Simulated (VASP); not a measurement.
# YMg2O2 (I4/mmm) in VASP: notebook

The runs below take YMg2O2 through relaxation of cell and atoms, single point, with PBE.

All numbers are computed with VASP 6.6.1; they aren't measurements. Logs are shortened: lines on timing, memory, paths and dates and some standing lists are left out, and cuts for length are marked.

**1. The cell of the first run**

The structure is tetragonal, space group I4/mmm (No. 139). Conventional cell: a = 5.442 Å, b = 5.442 Å, c = 5.182 Å, α = 90.00°, β = 90.00°, γ = 90.00°. Within 2.6 Å of Y (site symmetry 4/mmm) lie 2 O at 1.93 Å. Within 3.4 Å of Mg (site symmetry mmm) lie 2 Mg at 2.59 Å and 2 Y at 2.72 Å and 8 O at 2.80 to 3.34 Å. Within 1.8 Å of O (site symmetry 4mm) lie 1 O at 1.32 Å.

**2. Relaxation of cell and atoms, PBE**

Input file INCAR:

```
PREC = Accurate ; ENCUT = 600
EDIFF = 1E-6 ; ISMEAR = 0
SIGMA = 0.1 ; LREAL = F
LASPH = T ; NELM = 60
ALGO = Normal ; ISIF = 3
LWAVE = F ; LCHARG = F
GGA = PE ; IBRION = 2
NSW = 90 ; EDIFFG = -0.04
```

Input file KPOINTS:

```
regular mesh
0
Gamma
  4 4 4
```

Input file POSCAR:

```
YMg2O2
1.0
   -2.7211163800      2.7211163800      2.5910170900
    2.7211163800     -2.7211163800      2.5910170900
    2.7211163800      2.7211163800     -2.5910170900
Y Mg O
1 2 2
Direct
    0.5000000000      0.5000000000      0.0000000000
    0.5000000000      0.0000000000      0.5000000000
    0.0000000000      0.5000000000      0.5000000000
    0.8722972600      0.8722972600      0.0000000000
    0.1277027400      0.1277027400      0.0000000000
```

Potentials or basis: VASP PAW PBE potentials, release 64 (Y_sv, Mg, O).

Run with:

```bash
$ cat potpaw_PBE.64/Y_sv/POTCAR potpaw_PBE.64/Mg/POTCAR potpaw_PBE.64/O/POTCAR > POTCAR
$ mpirun -np 1 vasp_std > vasp.out
```

OUTCAR:

```text
PREC = Accurate
   ENCUT = 600
   EDIFF = 1E-6
   ISMEAR = 0
   LREAL = F
   LASPH = T
   NELM = 60
   ISIF = 3
   GGA = PE
   IBRION = 2
   NSW = 90
   EDIFFG = -0.04

 ion  position               nearest neighbor table
   1  0.500  0.500  0.000-   4 1.93   5 1.93   2 2.72   3 2.72   2 2.72   3 2.72   2 3.76   3 3.76
                             2 3.76   2 3.76   3 3.76   3 3.76   2 3.76   3 3.76
   2  0.500  0.000  0.500-   3 2.59   3 2.59   1 2.72   1 2.72   5 2.80   5 2.80   4 2.80   4 2.80
                             1 3.76   1 3.76   1 3.76   1 3.76
   3  0.000  0.500  0.500-   2 2.59   2 2.59   1 2.72   1 2.72   5 2.80   4 2.80   5 2.80   4 2.80
                             1 3.76   1 3.76   1 3.76   1 3.76
   4  0.872  0.872  0.000-   5 1.32   1 1.93   2 2.80   3 2.80   2 2.80   3 2.80
   5  0.128  0.128  0.000-   4 1.32   1 1.93   3 2.80   2 2.80   3 2.80   2 2.80

  LATTYP: Found a body centered tetragonal cell.
 ALAT       =     5.4422327600
 C/A-ratio  =     0.9521890019

  Lattice vectors:

 A1 = (  -2.7211163800,   2.7211163800,   2.5910170900)
 A2 = (   2.7211163800,  -2.7211163800,   2.5910170900)
 A3 = (   2.7211163800,   2.7211163800,  -2.5910170900)

Analysis of symmetry for initial positions (statically):
=====================================================================
 Subroutine PRICEL returns:
 Original cell was already a primitive cell.

 Routine SETGRP: Setting up the symmetry group for a
 body centered tetragonal supercell.

 Subroutine GETGRP returns: Found 16 space group operations
 (whereof 16 operations were pure point group operations)
 out of a pool of 16 trial point group operations.

The static configuration has the point symmetry D_4h.

Analysis of symmetry for dynamics (positions and initial velocities):
=====================================================================
 Subroutine PRICEL returns:
 Original cell was already a primitive cell.

 Routine SETGRP: Setting up the symmetry group for a
 body centered tetragonal supercell.

 Subroutine GETGRP returns: Found 16 space group operations
 (whereof 16 operations were pure point group operations)
 out of a pool of 16 trial point group operations.

The dynamic configuration has the point symmetry D_4h.

 Subroutine INISYM returns: Found 16 space group operations
 (whereof 16 operations are pure point group operations),
 and found     1 'primitive' translations

----------------------------------------------------------------------------------------

                                     Primitive cell

  volume of cell :      76.7405

  direct lattice vectors                    reciprocal lattice vectors
    -2.721116380  2.721116380  2.591017090     0.000000000  0.183748113  0.192974412
     2.721116380 -2.721116380  2.591017090     0.183748113  0.000000000  0.192974412
     2.721116380  2.721116380 -2.591017090     0.183748113  0.183748113  0.000000000

  length of vectors
     4.639215264  4.639215264  4.639215264     0.266462929  0.266462929  0.259859073

  position of ions in fractional coordinates (direct lattice)
     0.500000000  0.500000000  0.000000000
     0.500000000  0.000000000  0.500000000
     0.000000000  0.500000000  0.500000000
     0.872297260  0.872297260  0.000000000
     0.127702740  0.127702740  0.000000000

  ion indices of the primitive-cell ions
   primitive index   ion index
                 1           1
                 2           2
                 3           3
                 4           4
                 5           5

----------------------------------------------------------------------------------------

 KPOINTS: regular mesh

Automatic generation of k-mesh.
 Grid dimensions read from file:
 generate k-points for:    4    4    4

 Generating k-lattice:

  Cartesian coordinates                     Fractional coordinates (reciprocal lattice)
     0.000000000  0.045937028  0.048243603     0.250000000  0.000000000  0.000000000
     0.045937028  0.000000000  0.048243603     0.000000000  0.250000000  0.000000000
     0.045937028  0.045937028  0.000000000     0.000000000  0.000000000  0.250000000

  Length of vectors
     0.066615732  0.066615732  0.064964768

  Shift w.r.t. Gamma in fractional coordinates (k-lattice)
     0.000000000  0.000000000  0.000000000

 Subroutine IBZKPT returns following result:
 ===========================================

 Found     13 irreducible k-points:

 Following reciprocal coordinates:
            Coordinates               Weight
  0.000000  0.000000  0.000000      1.000000
  0.250000 -0.000000  0.000000      8.000000
  0.500000 -0.000000  0.000000      4.000000
  0.250000  0.250000  0.000000      8.000000
  0.500000  0.250000  0.000000     16.000000
 -0.250000  0.250000  0.000000      4.000000
  0.500000  0.500000  0.000000      2.000000
  0.250000  0.250000  0.250000      2.000000
 -0.250000  0.250000  0.250000      4.000000
  0.500000  0.500000  0.250000      4.000000
 -0.250000  0.500000  0.250000      8.000000
 -0.250000 -0.250000  0.250000      2.000000
  0.500000  0.500000  0.500000      1.000000
   k-points           NKPTS =     13   k-points in BZ     NKDIM =     13   number of bands    NBANDS=     17
   number of dos      NEDOS =    301   number of ions     NIONS =      5
   total plane-waves  NPLWV =  64000
   dimension x,y,z NGX =    40 NGY =   40 NGZ =   40
   dimension x,y,z NGXF=    80 NGYF=   80 NGZF=   80
   ions per type =               1   2   2
   NGX,Y,Z   is equivalent  to a cutoff of  14.33, 14.33, 14.33 a.u.
   NGXF,Y,Z  is equivalent  to a cutoff of  28.67, 28.67, 28.67 a.u.
 SYSTEM =  unknown system
   PREC   = accura    normal or accurate (medium, high low for compatibility)
   ISTART =      0    job   : 0-new  1-cont  2-samecut
   ICHARG =      2    charge: 1-file 2-atom 10-const
   ISPIN  =      1    spin polarized calculation?
   LNONCOLLINEAR =      F non collinear calculations
   LSORBIT =      F    spin-orbit coupling
   LASPH  =      T    aspherical Exc in radial PAW
   ENCUT  =  600.0 eV  44.10 Ry    6.64 a.u.   9.27  9.27  9.27*2*pi/ulx,y,z
   NELM   =     60;   NELMIN=  2; NELMDL= -5     # of ELM steps
   EDIFF  = 0.1E-05   stopping-criterion for ELM
   LREAL  =      F    real-space projection
   EDIFFG = -.4E-01   stopping-criterion for IOM
   NSW    =     90    number of steps for IOM
   IBRION =      2    ionic relax: 0-MD 1-quasi-New 2-CG
   NFREE  =      1    steps in history (QN), initial steepest desc. (CG)
   ISIF   =      3    stress and relaxation
   ISYM   =      2    0-nonsym 1-usesym 2-fastsym
   POTIM  = 0.5000    time-step for ionic-motion
   TEBEG  =    0.0;   TEEND  =   0.0 temperature during run
   PSTRESS=    0.0 pullay stress
   NELECT =      27.0000    total number of electrons
   NUPDOWN=      -1.0000    fix difference up-down
   EMIN   =  10.00;   EMAX   =-10.00  energy-range for DOS
[... 5 lines left out ...]
     AMIX     =   0.40;   BMIX     =  1.00
     AMIX_MAG =   1.60;   BMIX_MAG =  1.00
  volume/ion in A,a.u.               =      15.35       103.57
  Fermi-wavevector in a.u.,A,eV,Ry     =   1.155725  2.184004 18.173312  1.335701
  Thomas-Fermi vector in A             =   2.292351
   LORBIT       =      0    0 simple, 1 ext, 2 COOP (PROOUT), +10 PAW based schemes
   GGA     = PE    functional components
   LHFCALC =     F    Hartree Fock is set to
   AEXX    =    0.0000 exact exchange contribution
   IVDW    =     0    specifies the selected vdW correction
   LEPSILON=     F    determine dielectric tensor
   LRPA    =     F    only Hartree local field effects (RPA)
 conjugate gradient relaxation of ions
 non-spin polarized calculation
 Gauss-broadening in eV      SIGMA  =   0.10
  energy-cutoff  :      600.00
  volume of cell :       76.74
 maximum number of plane-waves:      2582
 NGX is ok and might be reduce to    40
   NGX = 19   NGY = 19   NGZ = 19

--------------------------------------- Ionic step        1  -------------------------------------------

 number of electron      27.0000002 magnetization

 Free energy of the ion-electron system (eV)
  ---------------------------------------------------
  ext. energy  EPLUGINS =         0.00000000
  ---------------------------------------------------
  free energy    TOTEN  =       -18.21069248 eV

  energy without entropy =      -18.19438895  energy(sigma->0) =      -18.20254071

 E-fermi :   4.7470     XC(G=0):  -9.9600

 val. band max:        4.7435589201   @ k =   0.2500  -0.0000   0.0000
 cond. band min:       4.7949220558   @ k =   0.2500   0.2500   0.0000
 fundamental gap:      0.0513631357
 Fermi energy:         4.7469629908

 k-point     1 :       0.0000    0.0000    0.0000
  band No.  band energies     occupation
      1     -37.7425      2.00000
      2     -21.1708      2.00000
      3     -19.4442      2.00000
      4     -17.8897      2.00000
      5     -17.8897      2.00000
      6      -9.9549      2.00000
[... 9 lines left out ...]
     16       8.2516      0.00000
     17       8.2516      0.00000
[... 348 lines left out ...]
  FREE ENERGIE OF THE ION-ELECTRON SYSTEM (eV)
  ---------------------------------------------------
  free  energy   TOTEN  =       -20.0448196557 eV

  energy  without entropy=      -20.0332696272  energy(sigma->0) =      -20.03904464

[... ionic steps 4 to 9 ...]

--------------------------------------- Ionic step       10  -------------------------------------------

 number of electron      26.9999999 magnetization

------------------------ aborting loop because EDIFF is reached ----------------------------------------

  FORCE on cell =-STRESS in cart. coord.  units (eV):
  Direction    XX          YY          ZZ          XY          YZ          ZX
  --------------------------------------------------------------------------------------
  -------------------------------------------------------------------------------------
  Total       -0.1088652     -0.1088652     -0.6963598      0.0000000      0.0000000     -0.0000000
  in kB       -1.4615768     -1.4615768     -9.3490212      0.0000000      0.0000000     -0.0000000
  external PRESSURE =      -4.0907250 kB  Pullay stress =       0.0000000 kB
[... 63 lines left out ...]
  energy  without entropy=      -20.8776954186  energy(sigma->0) =      -20.88225762

--------------------------------------- Ionic step       12  -------------------------------------------

 number of electron      26.9999997 magnetization

 Free energy of the ion-electron system (eV)
  ---------------------------------------------------
  ext. energy  EPLUGINS =         0.00000000
  ---------------------------------------------------
  free energy    TOTEN  =       -20.88694514 eV

  energy without entropy =      -20.87783018  energy(sigma->0) =      -20.88238766

 E-fermi :   1.9020     XC(G=0):  -8.2110

 val. band max:        1.8852503519   @ k =   0.5000   0.5000   0.5000
 cond. band min:       1.9475115714   @ k =   0.2500   0.2500   0.2500
 fundamental gap:      0.0622612195
 Fermi energy:         1.9019997266

 k-point     1 :       0.0000    0.0000    0.0000
  band No.  band energies     occupation
      1     -41.3418      2.00000
      2     -21.8632      2.00000
      3     -21.5504      2.00000
      4     -21.3787      2.00000
      5     -21.3787      2.00000
      6     -13.0801      2.00000
[... 9 lines left out ...]
     16       4.0762      0.00000
     17       4.0762      0.00000
[... 270 lines left out ...]
  FREE ENERGIE OF THE ION-ELECTRON SYSTEM (eV)
  ---------------------------------------------------
  free  energy   TOTEN  =       -20.8869451374 eV

  energy  without entropy=      -20.8778301819  energy(sigma->0) =      -20.88238766

 reached required accuracy - stopping structural energy minimisation
```

It took 4.1 min on 1 thread of Intel Xeon Platinum 8488C (Sapphire Rapids), shared host; peak memory 0.26 GiB.

What came out:

- Free energy: -20.8869 eV
- Relaxed volume: 23.72 Å³/atom
- Relaxed cell: a = 5.391 Å, b = 5.391 Å, c = 5.391 Å, α = 105.38°, β = 105.38°, γ = 118.00°
- Space group after relaxing (to 0.05 Å): I4/mmm (No. 139)
- Energy gained by relaxing: 535.3 meV/atom
- Ionic steps: 12
- Pressure after relaxing: 0.0 GPa
- Largest force after relaxing: 0.014 eV/Å

Forces in eV/Å, atoms in the order of the input:
```
Y    0.000  0.000  0.000
Mg   0.000  0.000  0.000
Mg   0.000  0.000  0.000
O    0.000  0.000  0.014
O    0.000  0.000 -0.014
```

The path:
| step | energy change (eV) | largest force (eV/Å) | pressure (GPa) | volume (Å³) |
| --- | --- | --- | --- | --- |
| 1 | 0.0000 | 0.6016 | 31.32 | 76.74 |
| 2 | -1.4556 | 1.0415 | -4.06 | 114.81 |
| 3 | -1.8341 | 0.5846 | 2.99 | 98.58 |
| 4 | -2.4296 | 1.9108 | 1.14 | 108.79 |
| 5 | -2.4670 | 3.8735 | 1.21 | 114.15 |
| 6 | -2.6599 | 0.9004 | -0.37 | 120.99 |
| 7 | -2.6615 | 0.6446 | -0.49 | 121.67 |
| 8 | -2.6723 | 0.2786 | -0.44 | 120.38 |
| 9 | -2.6750 | 0.0353 | -0.41 | 119.22 |
| 10 | -2.6750 | 0.0043 | -0.41 | 119.34 |
| 11 | -2.6761 | 0.0104 | -0.14 | 118.81 |
| 12 | -2.6763 | 0.0139 | -0.01 | 118.58 |

Final structure:
```yaml
crystal:
  lattice:
    - [-3.26750, 3.26750, 2.77659]
    - [3.26750, -3.26750, 2.77659]
    - [3.26750, 3.26750, -2.77659]
  atoms:
    - { symbol: Y, position: [0.50000, 0.50000, 0.00000] }
    - { symbol: Mg, position: [0.50000, 0.00000, 0.50000] }
    - { symbol: Mg, position: [0.00000, 0.50000, 0.50000] }
    - { symbol: O, position: [0.87458, 0.87458, 0.00000] }
    - { symbol: O, position: [0.12542, 0.12542, 0.00000] }
```

Levels at points of the mesh, in eV from the Fermi level:
```
           k point  band 11  band 12  band 13  band 14  band 15  band 16
(0.00, 0.00, 0.00)    -2.66    -2.66     0.43     0.50     0.96     2.17
(0.50, 0.00, 0.00)    -2.74    -1.90    -1.32    -0.26     0.83     1.45
(0.50, 0.50, 0.00)    -2.84    -2.37    -1.79     0.19     0.99     1.34
(0.50, 0.50, 0.50)    -2.42    -2.42    -0.58    -0.02     0.16     0.16
```

Caveat: the k points lie up to 0.37 Å⁻¹ apart in the final cell; the volume moved by over 15 % at a fixed basis, so the end points are rough; an odd number of electrons without spin polarisation forces a metal; a magnetic or distorted state may lie lower.

**3. Single point, PBE, collinear spin, ferromagnetic start**

Input file INCAR:

```
PREC = Accurate ; ENCUT = 520
EDIFF = 1E-6 ; ISMEAR = 0
SIGMA = 0.1 ; LREAL = F
LASPH = T ; NELM = 150
ALGO = Normal ; ISIF = 2
LWAVE = F ; LCHARG = F
ISPIN = 2 ; MAGMOM = 0 0 0 1 1
LORBIT = 11 ; LMAXMIX = 4
GGA = PE ; NBANDS = 26
```

KPOINTS is that of step 2.

POSCAR is that of step 2.

Potentials or basis: VASP PAW PBE potentials, release 64 (Y_sv, Mg, O).

Run with:

```bash
$ cat potpaw_PBE.64/Y_sv/POTCAR potpaw_PBE.64/Mg/POTCAR potpaw_PBE.64/O/POTCAR > POTCAR
$ mpirun -np 1 vasp_std > vasp.out
```

It took 52 s on 1 thread of Intel Xeon Platinum 8488C (Sapphire Rapids), shared host; peak memory 0.27 GiB.

Results (log left out):

```
Free energy                                           : -18.2056 eV
Pressure                                              : 31.4 GPa
Largest force                                         : 0.601 eV/Å
Net moment                                            : 0.21 μB per cell
Site moments                                          : Y +0.09; Mg +0.00; O +0.00 μB
Valence electrons inside the program's atomic spheres : Y 10.70; Mg 0.46; O 5.05
```

Forces in eV/Å, atoms in the order of the input:
```
Y    0.000  0.000  0.000
Mg   0.000  0.000  0.000
Mg   0.000  0.000  0.000
O    0.000  0.000  0.601
O    0.000  0.000 -0.601
```

Stress tensor (GPa, compression positive):
```
23.92  0.00  0.00
 0.00 23.92  0.00
 0.00  0.00 46.45
```

Levels at points of the mesh, in eV from the Fermi level:
Spin up:
| k point | band 11 | band 12 | band 13 | band 14 | band 15 | band 16 |
| --- | --- | --- | --- | --- | --- | --- |
| (0.00, 0.00, 0.00) | -4.24 | -4.24 | -0.44 | 0.30 | 1.20 | 3.51 |
| (0.50, 0.00, 0.00) | -3.03 | -2.96 | -1.57 | -0.31 | 0.43 | 2.18 |
| (0.50, 0.50, 0.00) | -3.46 | -2.60 | -2.48 | 0.17 | 1.16 | 1.42 |
| (0.50, 0.50, 0.50) | -3.58 | -3.58 | -0.79 | -0.52 | 0.91 | 0.91 |
Spin down:
| k point | band 10 | band 11 | band 12 | band 13 | band 14 | band 15 | band 16 | band 17 |
| --- | --- | --- | --- | --- | --- | --- | --- | --- |
| (0.00, 0.00, 0.00) | -5.66 | -4.21 | -4.21 | -0.18 | 0.33 | 1.19 | 3.57 | 3.57 |
| (0.50, 0.00, 0.00) | -3.62 | -2.96 | -2.95 | -1.54 | -0.25 | 0.65 | 2.32 | 2.36 |
| (0.50, 0.50, 0.00) | -4.58 | -3.45 | -2.57 | -2.31 | 0.20 | 1.37 | 1.43 | 2.94 |
| (0.50, 0.50, 0.50) | -3.80 | -3.57 | -3.57 | -0.65 | -0.48 | 1.05 | 1.05 | 2.12 |

Caveat: the k points lie up to 0.42 Å⁻¹ apart.
